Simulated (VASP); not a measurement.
# Mg3Zr (Pm-3m) in VASP: a series of runs

Mg3Zr is run at these levels: LDA; tasks: single point.

Program: VASP 6.6.1. These are calculated values, not measurements. Logs are shortened: lines on timing, memory, paths and dates and some standing lists are left out, and cuts for length are marked.

**1. The cell of the first run**

The structure is cubic, space group Pm-3m (No. 221). Conventional cell: a = 4.320 Å, b = 4.320 Å, c = 4.320 Å, α = 90.00°, β = 90.00°, γ = 90.00°. Within 4.0 Å of Mg (site symmetry 4/mmm) lie 8 Mg at 3.06 Å and 4 Zr at 3.06 Å. Zr (site symmetry m-3m) has 12 Mg at 3.06 Å within 4.0 Å.

**2. Single point, LDA**

Contents of INCAR:

```
ALGO = Normal ; EDIFF = 1E-7
ENCUT = 520 ; GGA = CA
ISIF = 2 ; ISMEAR = -1
LASPH = T ; LCHARG = F
LREAL = F ; LWAVE = F
NBANDS = 17 ; NELM = 100
PREC = Accurate ; SIGMA = 0.15
```

Contents of KPOINTS:

```
k-points
0
Gamma
  5 5 5
```

Contents of POSCAR:

```
Mg3Zr
1.0
    4.3204389468      0.0000000000      0.0000000000
    0.0000000000      4.3204389468      0.0000000000
    0.0000000000      0.0000000000      4.3204389468
Mg Zr
3 1
Direct
    0.5000000000      0.5000000000      0.0000000000
    0.5000000000      0.0000000000      0.5000000000
    0.0000000000      0.5000000000      0.5000000000
    0.0000000000      0.0000000000      0.0000000000
```

Potentials or basis: VASP PAW LDA potentials, release 64 (Mg, Zr_sv).

Command:

```bash
$ cat potpaw_LDA.64/Mg/POTCAR potpaw_LDA.64/Zr_sv/POTCAR > POTCAR
$ mpirun -np 1 vasp_std > vasp.out
```

OUTCAR:

```text
EDIFF = 1E-7
   ENCUT = 520
   GGA = CA
   ISIF = 2
   ISMEAR = -1
   LASPH = T
   LREAL = F
   NELM = 100
   PREC = Accurate

 ion  position               nearest neighbor table
   1  0.500  0.500  0.000-   2 3.06   3 3.06   4 3.06   2 3.06   3 3.06   2 3.06   4 3.06   2 3.06
                             3 3.06   4 3.06   3 3.06   4 3.06
   2  0.500  0.000  0.500-   1 3.06   3 3.06   4 3.06   1 3.06   4 3.06   1 3.06   3 3.06   1 3.06
                             3 3.06   4 3.06   4 3.06   3 3.06
   3  0.000  0.500  0.500-   1 3.06   2 3.06   4 3.06   1 3.06   4 3.06   2 3.06   4 3.06   4 3.06
                             1 3.06   2 3.06   1 3.06   2 3.06
   4  0.000  0.000  0.000-   1 3.06   2 3.06   3 3.06   2 3.06   3 3.06   1 3.06   3 3.06   3 3.06
                             1 3.06   2 3.06   2 3.06   1 3.06

  LATTYP: Found a simple cubic cell.
 ALAT       =     4.3204389468

  Lattice vectors:

 A1 = (   4.3204389468,   0.0000000000,   0.0000000000)
 A2 = (   0.0000000000,   4.3204389468,   0.0000000000)
 A3 = (   0.0000000000,   0.0000000000,   4.3204389468)

Analysis of symmetry for initial positions (statically):
=====================================================================
 Subroutine PRICEL returns:
 Original cell was already a primitive cell.

 Routine SETGRP: Setting up the symmetry group for a
 simple cubic supercell.

 Subroutine GETGRP returns: Found 48 space group operations
 (whereof 48 operations were pure point group operations)
 out of a pool of 48 trial point group operations.

The static configuration has the point symmetry O_h .

Analysis of symmetry for dynamics (positions and initial velocities):
=====================================================================
 Subroutine PRICEL returns:
 Original cell was already a primitive cell.

 Routine SETGRP: Setting up the symmetry group for a
 simple cubic supercell.

 Subroutine GETGRP returns: Found 48 space group operations
 (whereof 48 operations were pure point group operations)
 out of a pool of 48 trial point group operations.

The dynamic configuration has the point symmetry O_h .

 Subroutine INISYM returns: Found 48 space group operations
 (whereof 48 operations are pure point group operations),
 and found     1 'primitive' translations

----------------------------------------------------------------------------------------

                                     Primitive cell

  volume of cell :      80.6461

  direct lattice vectors                    reciprocal lattice vectors
     4.320438947  0.000000000  0.000000000     0.231457963  0.000000000  0.000000000
     0.000000000  4.320438947  0.000000000     0.000000000  0.231457963  0.000000000
     0.000000000  0.000000000  4.320438947     0.000000000  0.000000000  0.231457963

  length of vectors
     4.320438947  4.320438947  4.320438947     0.231457963  0.231457963  0.231457963

  position of ions in fractional coordinates (direct lattice)
     0.500000000  0.500000000  0.000000000
     0.500000000  0.000000000  0.500000000
     0.000000000  0.500000000  0.500000000
     0.000000000  0.000000000  0.000000000

  ion indices of the primitive-cell ions
   primitive index   ion index
                 1           1
                 2           2
                 3           3
                 4           4

----------------------------------------------------------------------------------------

 KPOINTS: k-points

Automatic generation of k-mesh.
 Grid dimensions read from file:
 generate k-points for:    5    5    5

 Generating k-lattice:

  Cartesian coordinates                     Fractional coordinates (reciprocal lattice)
     0.046291593  0.000000000  0.000000000     0.200000000  0.000000000  0.000000000
     0.000000000  0.046291593  0.000000000     0.000000000  0.200000000  0.000000000
     0.000000000  0.000000000  0.046291593     0.000000000  0.000000000  0.200000000

  Length of vectors
     0.046291593  0.046291593  0.046291593

  Shift w.r.t. Gamma in fractional coordinates (k-lattice)
     0.000000000  0.000000000  0.000000000

 Subroutine IBZKPT returns following result:
 ===========================================

 Found     10 irreducible k-points:

 Following reciprocal coordinates:
            Coordinates               Weight
  0.000000  0.000000  0.000000      1.000000
  0.200000  0.000000  0.000000      6.000000
  0.400000  0.000000  0.000000      6.000000
  0.200000  0.200000  0.000000     12.000000
  0.400000  0.200000  0.000000     24.000000
  0.400000  0.400000  0.000000     12.000000
  0.200000  0.200000  0.200000      8.000000
  0.400000  0.200000  0.200000     24.000000
  0.400000  0.400000  0.200000     24.000000
  0.400000  0.400000  0.400000      8.000000
   k-points           NKPTS =     10   k-points in BZ     NKDIM =     10   number of bands    NBANDS=     17
   number of dos      NEDOS =    301   number of ions     NIONS =      4
   total plane-waves  NPLWV =  32768
   dimension x,y,z NGX =    32 NGY =   32 NGZ =   32
   dimension x,y,z NGXF=    64 NGYF=   64 NGZF=   64
   ions per type =               3   1
   NGX,Y,Z   is equivalent  to a cutoff of  12.31, 12.31, 12.31 a.u.
   NGXF,Y,Z  is equivalent  to a cutoff of  24.63, 24.63, 24.63 a.u.
 SYSTEM =  unknown system
   PREC   = accura    normal or accurate (medium, high low for compatibility)
   ISTART =      0    job   : 0-new  1-cont  2-samecut
   ICHARG =      2    charge: 1-file 2-atom 10-const
   ISPIN  =      1    spin polarized calculation?
   LNONCOLLINEAR =      F non collinear calculations
   LSORBIT =      F    spin-orbit coupling
   LASPH  =      T    aspherical Exc in radial PAW
   ENCUT  =  520.0 eV  38.22 Ry    6.18 a.u.   8.03  8.03  8.03*2*pi/ulx,y,z
   NELM   =    100;   NELMIN=  2; NELMDL= -5     # of ELM steps
   EDIFF  = 0.1E-06   stopping-criterion for ELM
   LREAL  =      F    real-space projection
   EDIFFG = 0.1E-05   stopping-criterion for IOM
   NSW    =      0    number of steps for IOM
   IBRION =     -1    ionic relax: 0-MD 1-quasi-New 2-CG
   NFREE  =      0    steps in history (QN), initial steepest desc. (CG)
   ISIF   =      2    stress and relaxation
   ISYM   =      2    0-nonsym 1-usesym 2-fastsym
   POTIM  = 0.5000    time-step for ionic-motion
   TEBEG  =    0.0;   TEEND  =   0.0 temperature during run
   PSTRESS=    0.0 pullay stress
   NELECT =      18.0000    total number of electrons
   NUPDOWN=      -1.0000    fix difference up-down
   EMIN   =  10.00;   EMAX   =-10.00  energy-range for DOS
   EFERMI =   0.00;   METHOD = LEGACY
   ISMEAR =    -1;   SIGMA  =   0.15  broadening in eV -4-tet -1-fermi 0-gaus
   EFERMI_NEDOS =   21; number of points for ismear=-14 and -15
   IALGO  =     38    algorithm
   IMIX   =      4    mixing-type and parameters
     AMIX     =   0.40;   BMIX     =  1.00
     AMIX_MAG =   1.60;   BMIX_MAG =  1.00
  volume/ion in A,a.u.               =      20.16       136.06
  Fermi-wavevector in a.u.,A,eV,Ry     =   0.993050  1.876592 13.417363  0.986148
  Thomas-Fermi vector in A             =   2.124905
   LORBIT       =      0    0 simple, 1 ext, 2 COOP (PROOUT), +10 PAW based schemes
   GGA     = CA    functional components
   LHFCALC =     F    Hartree Fock is set to
   AEXX    =    0.0000 exact exchange contribution
   IVDW    =     0    specifies the selected vdW correction
   LEPSILON=     F    determine dielectric tensor
   LRPA    =     F    only Hartree local field effects (RPA)
 non-spin polarized calculation
  energy-cutoff  :      520.00
  volume of cell :       80.65
 maximum number of plane-waves:      2188
   NGX = 17   NGY = 17   NGZ = 17

 number of electron      18.0000000 magnetization

 Free energy of the ion-electron system (eV)
  ---------------------------------------------------
  ext. energy  EPLUGINS =         0.00000000
  ---------------------------------------------------
  free energy    TOTEN  =       -14.81102159 eV

  energy without entropy =      -14.55029046  energy(sigma->0) =      -14.68065602

 E-fermi :   4.5115     XC(G=0):  -9.8718

 val. band max:        4.4465986156   @ k =   0.4000   0.4000   0.2000
 cond. band min:       4.5908242731   @ k =   0.2000   0.2000   0.2000
 fundamental gap:      0.1442256574
 Fermi energy:         4.5115119557

 k-point     1 :       0.0000    0.0000    0.0000
  band No.  band energies     occupation
      1     -43.8821      2.00000
      2     -22.0764      2.00000
      3     -22.0764      2.00000
      4     -22.0764      2.00000
      5      -2.1785      2.00000
      6       3.2083      1.99966
[... 9 lines left out ...]
     16      11.6396      0.00000
     17      12.0118      0.00000

 k-point     2 :       0.2000    0.0000    0.0000
  band No.  band energies     occupation
      1     -43.8818      2.00000
      2     -22.0864      2.00000
      3     -22.0758      2.00000
      4     -22.0758      2.00000
      5      -1.8230      2.00000
      6       2.4772      2.00000
[... 9 lines left out ...]
     16      11.6752      0.00000
     17      11.6752      0.00000

 k-point     3 :       0.4000    0.0000    0.0000
  band No.  band energies     occupation
      1     -43.8813      2.00000
      2     -22.1026      2.00000
      3     -22.0748      2.00000
      4     -22.0748      2.00000
      5      -0.8038      2.00000
      6       0.7456      2.00000
[... 9 lines left out ...]
     16      10.3333      0.00000
     17      10.3333      0.00000

 k-point     4 :       0.2000    0.2000    0.0000
  band No.  band energies     occupation
      1     -43.8815      2.00000
      2     -22.0860      2.00000
      3     -22.0852      2.00000
      4     -22.0752      2.00000
      5      -1.4769      2.00000
      6       2.6851      1.99999
[... 9 lines left out ...]
     16      11.1379      0.00000
     17      11.5626      0.00000
[... 63 lines left out ...]
      1     -43.8807      2.00000
      2     -22.1003      2.00000
      3     -22.0839      2.00000
      4     -22.0831      2.00000
      5      -0.1919      2.00000
      6       1.3006      2.00000
[... 9 lines left out ...]
     16      10.0710      0.00000
     17      11.6803      0.00000

 k-point     9 :       0.4000    0.4000    0.2000
  band No.  band energies     occupation
      1     -43.8803      2.00000
      2     -22.0985      2.00000
      3     -22.0982      2.00000
      4     -22.0821      2.00000
      5       0.5926      2.00000
      6       1.8932      2.00000
[... 9 lines left out ...]
     16      10.0694      0.00000
     17      10.4891      0.00000

 k-point    10 :       0.4000    0.4000    0.4000
  band No.  band energies     occupation
      1     -43.8798      2.00000
      2     -22.0968      2.00000
      3     -22.0964      2.00000
      4     -22.0964      2.00000
      5       1.3095      2.00000
      6       2.3391      2.00000
[... 9 lines left out ...]
     16       9.6204      0.00000
     17       9.8422      0.00000

------------------------ aborting loop because EDIFF is reached ----------------------------------------

  FORCE on cell =-STRESS in cart. coord.  units (eV):
  Direction    XX          YY          ZZ          XY          YZ          ZX
  --------------------------------------------------------------------------------------
  -------------------------------------------------------------------------------------
  Total        0.9740415      0.9740415      0.9740415      0.0000000      0.0000000     -0.0000000
  in kB       19.3510453     19.3510453     19.3510453      0.0000000      0.0000000     -0.0000000
  external PRESSURE =      19.3510453 kB  Pullay stress =       0.0000000 kB

 VOLUME and BASIS-vectors are now :
 -----------------------------------------------------------------------------
  energy-cutoff  :      520.00
  volume of cell :       80.65
      direct lattice vectors                 reciprocal lattice vectors
     4.320438947  0.000000000  0.000000000     0.231457963  0.000000000  0.000000000
     0.000000000  4.320438947  0.000000000     0.000000000  0.231457963  0.000000000
     0.000000000  0.000000000  4.320438947     0.000000000  0.000000000  0.231457963

 POSITION                                       TOTAL-FORCE (eV/Angst)
 -----------------------------------------------------------------------------------
      2.16022      2.16022      0.00000         0.000000      0.000000      0.000000
      2.16022      0.00000      2.16022         0.000000      0.000000      0.000000
      0.00000      2.16022      2.16022         0.000000      0.000000      0.000000
      0.00000      0.00000      0.00000         0.000000      0.000000      0.000000
 -----------------------------------------------------------------------------------
    total drift:                               -0.000000      0.000000      0.000000

  FREE ENERGIE OF THE ION-ELECTRON SYSTEM (eV)
  ---------------------------------------------------
  free  energy   TOTEN  =       -14.8110215863 eV

  energy  without entropy=      -14.5502904612  energy(sigma->0) =      -14.68065602
```

It took 8.4 s on 1 thread of Intel Xeon 6975P-C, shared host; peak memory 0.15 GiB.

What came out:

| Item | Value |
| --- | --- |
| Free energy | -14.8110 eV |
| Pressure | 1.9 GPa |
| Band gap on the k mesh | zero (band 9 reaches 5.42 eV, above the bottom of band 10 at 4.06 eV) |

**3. Single point, LDA**

This run uses another cell than the first one, of 20.75 Å³/atom, 1.029 times its volume.

Contents of INCAR:

```
PREC = Accurate
ENCUT = 520
EDIFF = 1E-6
ISMEAR = -1
SIGMA = 0.15
LREAL = F
LASPH = T
NELM = 100
ALGO = Normal
ISIF = 2
LWAVE = F
LCHARG = F
NBANDS = 17
```

Contents of KPOINTS:

```
regular mesh
0
Gamma
  5 5 5
```

Contents of POSCAR:

```
Mg3Zr
1.0
    4.3617853724      0.0000000000      0.0000000000
    0.0000000000      4.3617853724      0.0000000000
    0.0000000000      0.0000000000      4.3617853724
Mg Zr
3 1
Direct
    0.5000000000      0.5000000000      0.0000000000
    0.5000000000      0.0000000000      0.5000000000
    0.0000000000      0.5000000000      0.5000000000
    0.0000000000      0.0000000000      0.0000000000
```

Potentials or basis: VASP PAW LDA potentials, release 64 (Mg, Zr_sv).

Command:

```bash
$ cat potpaw_LDA.64/Mg/POTCAR potpaw_LDA.64/Zr_sv/POTCAR > POTCAR
$ mpirun -np 1 vasp_std > vasp.out
```

Run time: 8.4 s. Hardware: 1 thread of Intel Xeon 6975P-C, shared host; peak memory 0.16 GiB.

The run converged. Its results:

```
Free energy            : -14.8257 eV
Pressure               : 0.1 GPa
Band gap on the k mesh : zero (band 9 reaches 5.19 eV, above the bottom of band 10 at 3.86 eV)
```

Levels at points of the mesh, in eV from the Fermi level:
| k point | band 4 | band 5 | band 6 | band 7 | band 8 | band 9 | band 10 | band 11 | band 12 | band 13 |
| --- | --- | --- | --- | --- | --- | --- | --- | --- | --- | --- |
| (0.00, 0.00, 0.00) | -26.66 | -6.60 | -1.26 | -1.26 | 0.87 | 0.87 | 0.87 | 1.12 | 1.12 | 1.12 |
